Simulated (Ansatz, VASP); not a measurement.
## One calculation of TiO2, two programs

```
Ti O
1.0
    -1.84924    1.84924    5.20905
     1.84924   -1.84924    5.20905
     1.84924    1.84924   -5.20905
Ti O
2 4
Cartesian
  0.0000 0.0000 0.0000
  0.0000 1.8492 2.6045
  0.0000 0.0000 2.1386
  0.0000 1.8492 4.7431
  0.0000 1.8492 0.4659
  0.0000 0.0000 8.2795
```

Alike in both runs: task single point; functional PBE; k mesh 10 × 10 × 10; occupations gaussian, width 0.05 eV; no spin polarisation; Hubbard terms Ti d U = 4.0 eV.

|  | VASP | Ansatz |
| --- | --- | --- |
| version | VASP 6.6.1 | Ansatz 0.2.0 |
| potentials or method | VASP PAW PBE potentials, release 64 (Ti_sv, O), cutoff 520 eV | scalar-relativistic, plane waves, PAW |
| valence electrons in the cell | 48 | 48 |

|  | VASP | Ansatz | Ansatz less VASP |
| --- | --- | --- | --- |
| gap on the k mesh at the Fermi level (eV) | 2.74 | 2.65 | -0.089 |
| least direct gap on the mesh (eV) | 3.15 | 3.06 | -0.086 |
| pressure (GPa) | 6.2 | 1.8 | -4.42 |
| traceless stress, the component that is largest in VASP (GPa) | -13.75 | -11.52 | +2.230 |
| rms of the force components (eV/Å) | 0.376 | 0.388 | +0.0117 |

The programs project onto different local orbitals, so the same U acts differently, and such runs can settle in different states. Atom by atom the forces differ by 0.012 eV/Å (rms over components).
